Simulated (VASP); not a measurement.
# Ru (P6_3/mmc) in VASP: notebook, part 2 of 2

VASP 6.6.1. Earlier steps stand in the parts before.

## (4) Single point, PBE

This run uses another cell than the first one, of the same volume but with other edges.

Contents of INCAR:

```
SYSTEM = Ru
ALGO     = Fast           ! electronic algorithm
EDIFF    = 1E-6           ! SCF threshold, eV
ENCUT    = 520            ! plane-wave cutoff, eV
GGA      = PE             ! functional
ISIF     = 2              ! what is computed and relaxed
ISMEAR   = 0              ! smearing method
LASPH    = .TRUE.         ! aspherical terms in the spheres
LCHARG   = .FALSE.        ! write CHGCAR
LREAL    = .FALSE.        ! projectors in reciprocal space
LWAVE    = .FALSE.        ! write WAVECAR
NBANDS   = 21             ! bands
NELM     = 100            ! most SCF steps
PREC     = Accurate       ! precision mode
SIGMA    = 0.15           ! smearing width, eV
```

Contents of KPOINTS:

```
k-points
0
G
  30 30 16
  0 0 0
```

Contents of POSCAR:

```
Ru
1.0
    2.7966855237      0.0000000000      0.0000000000
   -1.3983427618      2.4220007099      0.0000000000
    0.0000000000      0.0000000000      4.0644389801
Ru
2
Direct
    0.3333333333      0.6666666667      0.2500000000
    0.6666666667      0.3333333333      0.7500000000
```

Potentials or basis: VASP PAW PBE potentials, release 64 (Ru_pv).

The run is started by

```sh
> cat potpaw_PBE.64/Ru_pv/POTCAR > POTCAR
> mpirun -np 1 vasp_std > vasp.out
```

OUTCAR:

```text
SYSTEM = Ru
   EDIFF = 1E-6
   ENCUT = 520
   GGA = PE
   ISIF = 2
   ISMEAR = 0
   LASPH = .TRUE.
   LREAL = .FALSE.
   NELM = 100
   PREC = Accurate

 ion  position               nearest neighbor table
   1  0.333  0.667  0.250-   2 2.60   2 2.60   2 2.60   2 2.60   2 2.60   2 2.60
   2  0.667  0.333  0.750-   1 2.60   1 2.60   1 2.60   1 2.60   1 2.60   1 2.60

  LATTYP: Found a hexagonal cell.
 ALAT       =     2.7966855237
 C/A-ratio  =     1.4533056883

  Lattice vectors:

 A1 = (   2.7966855237,   0.0000000000,   0.0000000000)
 A2 = (  -1.3983427618,   2.4220007099,   0.0000000000)
 A3 = (   0.0000000000,   0.0000000000,   4.0644389801)

Analysis of symmetry for initial positions (statically):
=====================================================================
 Subroutine PRICEL returns:
 Original cell was already a primitive cell.

 Routine SETGRP: Setting up the symmetry group for a
 hexagonal supercell.

 Subroutine GETGRP returns: Found 24 space group operations
 (whereof 12 operations were pure point group operations)
 out of a pool of 24 trial point group operations.

The static configuration has the point symmetry D_3d.
 The point group associated with its full space group is D_6h.

Analysis of symmetry for dynamics (positions and initial velocities):
=====================================================================
 Subroutine PRICEL returns:
 Original cell was already a primitive cell.

 Routine SETGRP: Setting up the symmetry group for a
 hexagonal supercell.

 Subroutine GETGRP returns: Found 24 space group operations
 (whereof 12 operations were pure point group operations)
 out of a pool of 24 trial point group operations.

The dynamic configuration has the point symmetry D_3d.
 The point group associated with its full space group is D_6h.

 Subroutine INISYM returns: Found 24 space group operations
 (whereof 12 operations are pure point group operations),
 and found     1 'primitive' translations

----------------------------------------------------------------------------------------

                                     Primitive cell

  volume of cell :      27.5308

  direct lattice vectors                    reciprocal lattice vectors
     2.796685524  0.000000000  0.000000000     0.357566123  0.206440897  0.000000000
    -1.398342762  2.422000710  0.000000000     0.000000000  0.412881795  0.000000000
     0.000000000  0.000000000  4.064438980     0.000000000  0.000000000  0.246036416

  length of vectors
     2.796685524  2.796685524  4.064438980     0.412881795  0.412881795  0.246036416

  position of ions in fractional coordinates (direct lattice)
     0.333333333  0.666666667  0.250000000
     0.666666667  0.333333333  0.750000000

  ion indices of the primitive-cell ions
   primitive index   ion index
                 1           1
                 2           2

----------------------------------------------------------------------------------------

 KPOINTS: k-points

Automatic generation of k-mesh.
 Grid dimensions read from file:
 generate k-points for:   30   30   16

 Generating k-lattice:

  Cartesian coordinates                     Fractional coordinates (reciprocal lattice)
     0.011918871  0.006881363  0.000000000     0.033333333  0.000000000  0.000000000
     0.000000000  0.013762726  0.000000000     0.000000000  0.033333333  0.000000000
     0.000000000  0.000000000  0.015377276     0.000000000  0.000000000  0.062500000

  Length of vectors
     0.013762726  0.013762726  0.015377276

  Shift w.r.t. Gamma in fractional coordinates (k-lattice)
     0.000000000  0.000000000  0.000000000

 Subroutine IBZKPT returns following result:
 ===========================================

 Found    819 irreducible k-points:

 Following reciprocal coordinates:
            Coordinates               Weight
  0.000000  0.000000  0.000000      1.000000
  0.033333  0.000000  0.000000      6.000000
  0.066667  0.000000  0.000000      6.000000
  0.100000  0.000000  0.000000      6.000000
  0.133333  0.000000  0.000000      6.000000
  0.166667  0.000000  0.000000      6.000000
[... 16 lines left out ...]
  0.233333  0.033333  0.000000     12.000000
  0.266667  0.033333  0.000000     12.000000
 [... further k-points ...]
   k-points           NKPTS =    819   k-points in BZ     NKDIM =    819   number of bands    NBANDS=     21
   number of dos      NEDOS =    301   number of ions     NIONS =      2
   total plane-waves  NPLWV =  17280
   dimension x,y,z NGX =    24 NGY =   24 NGZ =   30
   dimension x,y,z NGXF=    48 NGYF=   48 NGZF=   60
   ions per type =               2
   NGX,Y,Z   is equivalent  to a cutoff of  14.27, 14.27, 12.27 a.u.
   NGXF,Y,Z  is equivalent  to a cutoff of  28.53, 28.53, 24.54 a.u.
 SYSTEM =  Ru
   PREC   = accura    normal or accurate (medium, high low for compatibility)
   ISTART =      0    job   : 0-new  1-cont  2-samecut
   ICHARG =      2    charge: 1-file 2-atom 10-const
   ISPIN  =      1    spin polarized calculation?
   LNONCOLLINEAR =      F non collinear calculations
   LSORBIT =      F    spin-orbit coupling
   LASPH  =      T    aspherical Exc in radial PAW
   ENCUT  =  520.0 eV  38.22 Ry    6.18 a.u.   5.20  5.20  7.56*2*pi/ulx,y,z
   NELM   =    100;   NELMIN=  2; NELMDL= -5     # of ELM steps
   EDIFF  = 0.1E-05   stopping-criterion for ELM
   LREAL  =      F    real-space projection
[... 7 lines left out ...]
   TEBEG  =    0.0;   TEEND  =   0.0 temperature during run
   PSTRESS=    0.0 pullay stress
   NELECT =      28.0000    total number of electrons
   NUPDOWN=      -1.0000    fix difference up-down
   EMIN   =  10.00;   EMAX   =-10.00  energy-range for DOS
   EFERMI =   0.00;   METHOD = LEGACY
   ISMEAR =     0;   SIGMA  =   0.15  broadening in eV -4-tet -1-fermi 0-gaus
   EFERMI_NEDOS =   21; number of points for ismear=-14 and -15
   IALGO  =     68    algorithm
   IMIX   =      4    mixing-type and parameters
     AMIX     =   0.40;   BMIX     =  1.00
     AMIX_MAG =   1.60;   BMIX_MAG =  1.00
  volume/ion in A,a.u.               =      13.77        92.89
  Fermi-wavevector in a.u.,A,eV,Ry     =   1.646347  3.111144 36.878020  2.710458
  Thomas-Fermi vector in A             =   2.735990
   LORBIT       =      0    0 simple, 1 ext, 2 COOP (PROOUT), +10 PAW based schemes
   GGA     = PE    functional components
   LHFCALC =     F    Hartree Fock is set to
   AEXX    =    0.0000 exact exchange contribution
   IVDW    =     0    specifies the selected vdW correction
   LEPSILON=     F    determine dielectric tensor
   LRPA    =     F    only Hartree local field effects (RPA)
 non-spin polarized calculation
 RMM-DIIS sequential band-by-band and
 Gauss-broadening in eV      SIGMA  =   0.15
  energy-cutoff  :      520.00
  volume of cell :       27.53
 maximum number of plane-waves:       756
 NGX is ok and might be reduce to    24

 number of electron      28.0000006 magnetization

 Free energy of the ion-electron system (eV)
  ---------------------------------------------------
  ext. energy  EPLUGINS =         0.00000000
  ---------------------------------------------------
  free energy    TOTEN  =       -18.31253527 eV

  energy without entropy =      -18.29338816  energy(sigma->0) =      -18.30296171

 E-fermi :  12.6234     XC(G=0): -14.0227

 val. band max:       12.6215950944   @ k =   0.4000   0.1333   0.3125
 cond. band min:      12.6238606067   @ k =   0.3000   0.0000   0.0625
 fundamental gap:      0.0022655123
 Fermi energy:        12.6234338645

 k-point     1 :       0.0000    0.0000    0.0000
  band No.  band energies     occupation
      1     -31.1200      2.00000
      2     -30.2155      2.00000
      3     -30.2155      2.00000
      4     -29.9668      2.00000
      5     -29.9668      2.00000
      6     -29.8382      2.00000
[... 13 lines left out ...]
     20      23.0508      0.00000
     21      23.9209      0.00000

 k-point     2 :       0.0333    0.0000    0.0000
  band No.  band energies     occupation
      1     -31.1162      2.00000
      2     -30.2212      2.00000
      3     -30.2179      2.00000
      4     -29.9732      2.00000
      5     -29.9672      2.00000
      6     -29.8407      2.00000
[... 520 lines left out ...]
 k-point    24 :       0.2667    0.0333    0.0000
  band No.  band energies     occupation
      1     -30.8768      2.00000
      2     -30.5360      2.00000
      3     -30.3555      2.00000
      4     -30.2901      2.00000
      5     -30.0101      2.00000
      6     -30.0004      2.00000
[... 13 lines left out ...]
     20      23.5101      0.00000
     21      24.8376      0.00000

 [... further k-points ...]

------------------------ aborting loop because EDIFF is reached ----------------------------------------

  FORCE on cell =-STRESS in cart. coord.  units (eV):
  Direction    XX          YY          ZZ          XY          YZ          ZX
  --------------------------------------------------------------------------------------
  -------------------------------------------------------------------------------------
  Total       -1.3605852     -1.3605852      4.5031161     -0.0000000     -0.0000000     -0.0000000
  in kB      -79.1804235    -79.1804235    262.0627055     -0.0000000     -0.0000000     -0.0000000
  external PRESSURE =      34.5672861 kB  Pullay stress =       0.0000000 kB

 VOLUME and BASIS-vectors are now :
 -----------------------------------------------------------------------------
  energy-cutoff  :      520.00
  volume of cell :       27.53
      direct lattice vectors                 reciprocal lattice vectors
     2.796685524  0.000000000  0.000000000     0.357566123  0.206440897  0.000000000
    -1.398342762  2.422000710  0.000000000     0.000000000  0.412881795  0.000000000
     0.000000000  0.000000000  4.064438980     0.000000000  0.000000000  0.246036416

 POSITION                                       TOTAL-FORCE (eV/Angst)
 -----------------------------------------------------------------------------------
     -0.00000      1.61467      1.01611         0.000000      0.000000      0.000000
      1.39834      0.80733      3.04833        -0.000000     -0.000000      0.000000
 -----------------------------------------------------------------------------------
    total drift:                               -0.000000      0.000000     -0.000000

  FREE ENERGIE OF THE ION-ELECTRON SYSTEM (eV)
  ---------------------------------------------------
  free  energy   TOTEN  =       -18.3125352720 eV

  energy  without entropy=      -18.2933881561  energy(sigma->0) =      -18.30296171
```

Wall time 3.3 min (1 thread of Intel Xeon 6975P-C (Granite Rapids), shared host); peak memory 0.44 GiB.

What came out:

| Property | Result |
| --- | --- |
| Free energy | -18.3125 eV |
| Pressure | 3.5 GPa |
| Band gap on the k mesh | zero (band 14 reaches 13.88 eV, above the bottom of band 15 at 10.98 eV) |

Stress tensor (GPa, compression positive):
```
-7.92  0.00  0.00
 0.00 -7.92  0.00
 0.00  0.00 26.21
```

Levels at points of the mesh, in eV from the Fermi level:
```
           k point  band 12  band 13  band 14  band 15  band 16  band 17
(0.00, 0.00, 0.00)    -2.02    -1.80    -1.80    -1.61     1.13     1.13
(0.50, 0.00, 0.00)    -1.57    -1.04     0.85     1.47     2.20     3.71
(0.00, 0.00, 0.50)    -3.09    -2.22    -2.22     0.64     0.64     0.64
(0.50, 0.00, 0.50)    -1.38     0.35     0.35     1.26     1.26     3.20
```

## (5) The runs side by side

```csv
cell,gap on the mesh (eV),pressure (GPa)
"a = 2.871, b = 2.871, c = 3.856 Å, angles 90.0, 90.0, 120.0°, 2 atoms",none,10.5
"a = 2.560, b = 2.560, c = 4.852 Å, angles 90.0, 90.0, 120.0°, 2 atoms",none,11.1
"a = 2.797, b = 2.797, c = 4.064 Å, angles 90.0, 90.0, 120.0°, 2 atoms",none,3.5
```

Alike in all rows: task single point; level PBE; potentials or basis VASP PAW PBE potentials, release 64 (Ru_pv); no spin polarisation; k mesh 30 × 30 × 16; cutoff (eV) 520; smearing gaussian 0.15 eV.

Absolute energies hang on the potentials; compare differences alone.
